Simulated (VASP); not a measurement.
Wanted: the native input for a VASP 6.6.1 run.

```yaml
Task: single point
Functional: LDA
Potentials_or_basis: VASP PAW LDA potentials, release 64 (Si, Ni)
Cutoff: 520 eV
k_mesh: 8 × 8 × 8
Occupations: gaussian, width 0.1 eV
Spin: no spin polarisation
Dipole_correction: no
k_mesh_for_the_DOS: 12 × 12 × 12
Occupations_for_the_DOS: tetrahedron
Further_INCAR_settings: ALGO = Normal; EDIFF = 1e-07
```

The system is SiNi.

```
Si Ni
1.0
     4.43061    0.00000    0.00000
     0.00000    4.43061    0.00000
     0.00000    0.00000    4.43061
Si Ni
4 4
Direct
  0.65366 0.15366 0.34634
  0.15366 0.34634 0.65366
  0.34634 0.65366 0.15366
  0.84634 0.84634 0.84634
  0.35063 0.85063 0.64937
  0.85063 0.64937 0.35063
  0.64937 0.35063 0.85063
  0.14937 0.14937 0.14937
```

These files were run (other wordings do the same):

POSCAR

```
SiNi
1.0
    4.4306139439      0.0000000000      0.0000000000
    0.0000000000      4.4306139439      0.0000000000
    0.0000000000      0.0000000000      4.4306139439
Si Ni
4 4
Direct
    0.6536612268      0.1536612268      0.3463387732
    0.1536612268      0.3463387732      0.6536612268
    0.3463387732      0.6536612268      0.1536612268
    0.8463387732      0.8463387732      0.8463387732
    0.3506268802      0.8506268802      0.6493731198
    0.8506268802      0.6493731198      0.3506268802
    0.6493731198      0.3506268802      0.8506268802
    0.1493731198      0.1493731198      0.1493731198
```

INCAR.step1

```
  PREC = Accurate
  ENCUT = 520
  EDIFF = 1E-7
  ISMEAR = 0
  SIGMA = 0.1
  LREAL = False
  LASPH = True
  NELM = 60
  ALGO = Normal
  ISIF = 2
  LWAVE = False
  LCHARG = True
  LMAXMIX = 4
  GGA = CA
  NBANDS = 38
```

KPOINTS.step1

```
regular mesh
0
Gamma
  8 8 8
```

INCAR.step2

```
  PREC = Accurate
  ENCUT = 520
  EDIFF = 1E-7
  ISMEAR = -5
  SIGMA = 0.1
  LREAL = False
  LASPH = True
  NELM = 60
  ALGO = Normal
  ISIF = 2
  LWAVE = False
  LCHARG = False
  LMAXMIX = 4
  GGA = CA
  LORBIT = 11
  NEDOS = 1001
  ICHARG = 11
```

KPOINTS.step2

```
regular mesh
0
Gamma
  12 12 12
```

Potentials or basis: VASP PAW LDA potentials, release 64 (Si, Ni).

Command:

```bash
$ cat potpaw_LDA.64/Si/POTCAR potpaw_LDA.64/Ni/POTCAR > POTCAR
$ cp INCAR.step1 INCAR
$ cp KPOINTS.step1 KPOINTS
$ mpirun -np 1 vasp_std > vasp.out
$ cp INCAR.step2 INCAR
$ cp KPOINTS.step2 KPOINTS
$ mpirun -np 1 vasp_std > vasp.out
```

It gave:

- Valence electrons inside the program's atomic spheres: Si 1.62; Ni 9.68

Run time: 9.3 min on 1 thread of AMD EPYC 7R13 (shared host), peak memory 0.37 GiB.
